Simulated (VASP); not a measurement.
# NaI (Fm-3m) in VASP: notebook, part 2 of 2

VASP 6.6.1.

### 3 Single point, r2SCAN

This run uses another cell than the first one, of 32.45 Å³/atom.

POSCAR reads:

```
NaI
1.0
    0.0000000000      3.1897435400      3.1897435400
    3.1897435400      0.0000000000      3.1897435400
    3.1897435400      3.1897435400      0.0000000000
Na I
1 1
Direct
    0.0000000000      0.0000000000      0.0000000000
    0.5000000000      0.5000000000      0.5000000000
```

INCAR.step1 reads:

```
SYSTEM = NaI
ALGO = Normal
EDIFF = 1E-4
ENCUT = 520
GGA = PE
ISMEAR = -1
LASPH = .TRUE.
LCHARG = .FALSE.
LREAL = .FALSE.
LWAVE = .TRUE.
NBANDS = 14
NELM = 60
PREC = Accurate
SIGMA = 0.02
```

INCAR.step2 reads:

```
SYSTEM = NaI
ALGO = Normal
EDIFF = 1E-7
ENCUT = 520
ISIF = 2
ISMEAR = -1
ISTART = 1
LASPH = .TRUE.
LCHARG = .FALSE.
LMIXTAU = .TRUE.
LREAL = .FALSE.
LWAVE = .FALSE.
METAGGA = R2SCAN
NBANDS = 14
NELM = 60
PREC = Accurate
SIGMA = 0.02
```

KPOINTS reads:

```
k-points
0
G
  8 8 8
  0 0 0
```

Potentials or basis: VASP PAW PBE potentials, release 64 (Na_pv, I).

Run with:

```console
cat potpaw_PBE.64/Na_pv/POTCAR potpaw_PBE.64/I/POTCAR > POTCAR
cp INCAR.step1 INCAR
mpirun -np 1 vasp_std > vasp.out
cp INCAR.step2 INCAR
mpirun -np 1 vasp_std > vasp.out
```

OUTCAR:

```text
SYSTEM = NaI
   EDIFF = 1E-7
   ENCUT = 520
   ISIF = 2
   ISMEAR = -1
   ISTART = 1
   LASPH = .TRUE.
   LREAL = .FALSE.
   METAGGA = R2SCAN
   NELM = 60
   PREC = Accurate

 ion  position               nearest neighbor table
   1  0.000  0.000  0.000-
   2  0.500  0.500  0.500-

  LATTYP: Found a face centered cubic cell.
 ALAT       =     6.3794870800

  Lattice vectors:

 A1 = (   0.0000000000,   3.1897435400,   3.1897435400)
 A2 = (   3.1897435400,   0.0000000000,   3.1897435400)
[... 583 lines left out ...]
      8       7.5935      0.00000
      9       7.8603      0.00000
     10       9.8228      0.00000
     11       9.9293      0.00000
     12      12.1539      0.00000
     13      13.3960      0.00000
     14      14.4829      0.00000

 [... further k-points ...]
[... 5 lines left out ...]
  --------------------------------------------------------------------------------------
  -------------------------------------------------------------------------------------
  Total        0.2471772      0.2471772      0.2471772      0.0000000      0.0000000      0.0000000
  in kB        6.1012905      6.1012905      6.1012905      0.0000000      0.0000000      0.0000000
  external PRESSURE =       6.1012905 kB  Pullay stress =       0.0000000 kB

 VOLUME and BASIS-vectors are now :
 -----------------------------------------------------------------------------
  energy-cutoff  :      520.00
  volume of cell :       64.91
      direct lattice vectors                 reciprocal lattice vectors
     0.000000000  3.189743540  3.189743540    -0.156752414  0.156752414  0.156752414
     3.189743540  0.000000000  3.189743540     0.156752414 -0.156752414  0.156752414
     3.189743540  3.189743540  0.000000000     0.156752414  0.156752414 -0.156752414

 POSITION                                       TOTAL-FORCE (eV/Angst)
 -----------------------------------------------------------------------------------
      0.00000      0.00000      0.00000         0.000000      0.000000      0.000000
      3.18974      3.18974      3.18974         0.000000     -0.000000     -0.000000
 -----------------------------------------------------------------------------------
    total drift:                                0.000000      0.000000      0.000000

  FREE ENERGIE OF THE ION-ELECTRON SYSTEM (eV)
  ---------------------------------------------------
  free  energy   TOTEN  =       -31.0820229763 eV

  energy  without entropy=      -31.0820229763  energy(sigma->0) =      -31.08202298
```

OSZICAR.step1:

```text
N       E                     dE             d eps       ncg     rms          rms(c)
DAV:   1     0.844589926674E+02    0.84459E+02   -0.67678E+03   818   0.928E+02
DAV:   2     0.120759377236E+01   -0.83251E+02   -0.77575E+02   848   0.223E+02
DAV:   3    -0.527231266404E+01   -0.64799E+01   -0.64420E+01  1058   0.610E+01
DAV:   4    -0.542782591054E+01   -0.15551E+00   -0.15548E+00   984   0.968E+00
DAV:   5    -0.543211834355E+01   -0.42924E-02   -0.42924E-02  1086   0.154E+00    0.167E+00
DAV:   6    -0.537603270726E+01    0.56086E-01   -0.64622E-02   986   0.151E+00    0.113E+00
DAV:   7    -0.536815825708E+01    0.78745E-02   -0.61036E-02  1016   0.129E+00    0.607E-01
DAV:   8    -0.537001692331E+01   -0.18587E-02   -0.48923E-03   956   0.559E-01    0.175E-01
DAV:   9    -0.536998467167E+01    0.32252E-04   -0.20592E-04   932   0.127E-01
   1 F= -.53699847E+01 E0= -.53699847E+01  d E =-.100211E-10
```

Run time: 3 min. Hardware: 1 thread of Intel Xeon 8259CL, shared host; peak memory 0.23 GiB.

What came out:

```
Free energy            : -31.0820 eV
Pressure               : 0.6 GPa
Band gap on the k mesh : 4.58 eV
```

Levels at points of the mesh, in eV from the valence-band top:
```tsv
k point	band 5	band 6	band 7	band 8	band 9	band 10
(0.00, 0.00, 0.00)	0.00	0.00	0.00	4.58	8.47	8.47
(0.50, 0.00, 0.00)	-2.35	-0.33	-0.33	5.71	8.11	8.11
(0.50, 0.50, 0.00)	-2.08	-0.82	-0.82	5.26	5.94	11.03
```

Caveat: the PAW data sets were made with another functional, which shifts forces and pressure a little; spin-orbit coupling is left out, which moves the levels of the heavy elements. r2SCAN opens gaps a little over a GGA but as a rule still falls short of measured ones.

### 4 Single point, r2SCAN

This run uses another cell than the first one, of 33.13 Å³/atom.

POSCAR reads:

```
NaI
1.0
    0.0000000000      3.2117424700      3.2117424700
    3.2117424700      0.0000000000      3.2117424700
    3.2117424700      3.2117424700      0.0000000000
Na I
1 1
Direct
    0.0000000000      0.0000000000      0.0000000000
    0.5000000000      0.5000000000      0.5000000000
```

INCAR.step1 reads:

```
PREC = Accurate
ENCUT = 520
ISMEAR = -1
SIGMA = 0.02
LREAL = F
LASPH = T
NELM = 100
NBANDS = 14
GGA = PE
ALGO = Normal
EDIFF = 1E-4
LWAVE = T
LCHARG = F
```

INCAR.step2 reads:

```
PREC = Accurate
ENCUT = 520
EDIFF = 1E-6
ISMEAR = -1
SIGMA = 0.02
LREAL = F
LASPH = T
NELM = 100
ALGO = Normal
ISIF = 2
LWAVE = F
LCHARG = F
METAGGA = R2SCAN
LMIXTAU = T
NBANDS = 14
ISTART = 1
```

KPOINTS reads:

```
Automatic mesh
0
Gamma
  8 8 8
```

Run with:

```console
cat potpaw_PBE.64/Na_pv/POTCAR potpaw_PBE.64/I/POTCAR > POTCAR
cp INCAR.step1 INCAR
mpirun -np 1 vasp_std > vasp.out
cp INCAR.step2 INCAR
mpirun -np 1 vasp_std > vasp.out
```

It took 1.9 min on 1 thread of Intel Xeon 8259CL, shared host; peak memory 0.22 GiB.

The run converged. Its results:

* Free energy: -31.0854 eV
* Pressure: 0.2 GPa
* Band gap on the k mesh: 4.51 eV

Levels at points of the mesh, in eV from the valence-band top:
| k point | band 3 | band 4 | band 5 | band 6 | band 7 | band 8 | band 9 | band 10 | band 11 | band 12 |
| --- | --- | --- | --- | --- | --- | --- | --- | --- | --- | --- |
| (0.00, 0.00, 0.00) | -23.23 | -11.41 | 0.00 | 0.00 | 0.00 | 4.51 | 8.47 | 8.47 | 8.47 | 10.36 |
| (0.50, 0.00, 0.00) | -23.23 | -11.05 | -2.27 | -0.31 | -0.31 | 5.70 | 8.09 | 8.09 | 9.96 | 11.12 |
| (0.50, 0.50, 0.00) | -23.23 | -10.96 | -2.01 | -0.79 | -0.79 | 5.24 | 5.98 | 10.89 | 12.24 | 12.44 |

Caveat: the PAW data sets were made with another functional, which shifts forces and pressure a little; spin-orbit coupling is left out, which moves the levels of the heavy elements. r2SCAN opens gaps a little over a GGA but as a rule still falls short of measured ones.

### 5 Single point, r2SCAN

This run uses another cell than the first one, of 33.81 Å³/atom.

POSCAR reads:

```
NaI
1.0
    0.0000000000      3.2334440868      3.2334440868
    3.2334440868      0.0000000000      3.2334440868
    3.2334440868      3.2334440868      0.0000000000
Na I
1 1
Direct
    0.0000000000      0.0000000000      0.0000000000
    0.5000000000      0.5000000000      0.5000000000
```

INCAR.step1 reads:

```
PREC     = Accurate       # precision mode
ENCUT    = 520            # plane-wave cutoff, eV
ISMEAR   = -1             # smearing method
SIGMA    = 0.02           # smearing width, eV
LREAL    = False          # projectors in reciprocal space
LASPH    = True           # aspherical terms in the spheres
NELM     = 100            # most SCF steps
NBANDS   = 14             # bands
GGA      = PE             # functional
ALGO     = Normal         # electronic algorithm
EDIFF    = 1E-4           # SCF threshold, eV
LWAVE    = True           # write WAVECAR
LCHARG   = False          # write CHGCAR
```

INCAR.step2 reads:

```
PREC     = Accurate       # precision mode
ENCUT    = 520            # plane-wave cutoff, eV
EDIFF    = 1E-6           # SCF threshold, eV
ISMEAR   = -1             # smearing method
SIGMA    = 0.02           # smearing width, eV
LREAL    = False          # projectors in reciprocal space
LASPH    = True           # aspherical terms in the spheres
NELM     = 100            # most SCF steps
ALGO     = Normal         # electronic algorithm
ISIF     = 2              # what is computed and relaxed
LWAVE    = False          # write WAVECAR
LCHARG   = False          # write CHGCAR
METAGGA  = R2SCAN         # meta-GGA
LMIXTAU  = True         
NBANDS   = 14             # bands
ISTART   = 1
```

KPOINTS reads:

```
regular mesh
0
Gamma
  8 8 8
```

Run with:

```console
cat potpaw_PBE.64/Na_pv/POTCAR potpaw_PBE.64/I/POTCAR > POTCAR
cp INCAR.step1 INCAR
mpirun -np 1 vasp_std > vasp.out
cp INCAR.step2 INCAR
mpirun -np 1 vasp_std > vasp.out
```

It took 2 min on 1 thread of Intel Xeon 8259CL, shared host; peak memory 0.22 GiB.

Results (log left out):

| Property | Result |
| --- | --- |
| Free energy | -31.0857 eV |
| Pressure | -0.1 GPa |
| Band gap on the k mesh | 4.45 eV |

Levels at points of the mesh, in eV from the valence-band top:
| k point | band 5 | band 6 | band 7 | band 8 | band 9 | band 10 |
| --- | --- | --- | --- | --- | --- | --- |
| (0.00, 0.00, 0.00) | 0.00 | 0.00 | 0.00 | 4.45 | 8.47 | 8.47 |
| (0.50, 0.00, 0.00) | -2.19 | -0.30 | -0.30 | 5.69 | 8.07 | 8.07 |
| (0.50, 0.50, 0.00) | -1.94 | -0.76 | -0.76 | 5.23 | 6.02 | 10.75 |

Caveat: the PAW data sets were made with another functional, which shifts forces and pressure a little; spin-orbit coupling is left out, which moves the levels of the heavy elements. r2SCAN opens gaps a little over a GGA but as a rule still falls short of measured ones.

### 6 Overview

| cell | gap on the mesh (eV) | pressure (GPa) |
| --- | --- | --- |
| a = 4.479 Å, angles 60.0°, 2 atoms | 4.65 | 1.1 |
| a = 4.511 Å, angles 60.0°, 2 atoms | 4.58 | 0.6 |
| a = 4.542 Å, angles 60.0°, 2 atoms | 4.51 | 0.2 |
| a = 4.573 Å, angles 60.0°, 2 atoms | 4.45 | -0.1 |

Alike in all rows: task single point; level r2SCAN; potentials or basis VASP PAW PBE potentials, release 64 (Na_pv, I); no spin polarisation; k mesh 8 × 8 × 8; cutoff (eV) 520; smearing fermi-dirac 0.02 eV.

Caveats: the PAW data sets were made with another functional, which shifts forces and pressure a little; spin-orbit coupling is left out, which moves the levels of the heavy elements.

Total energies depend on the potentials used, so only differences within one code and one set of settings carry meaning.
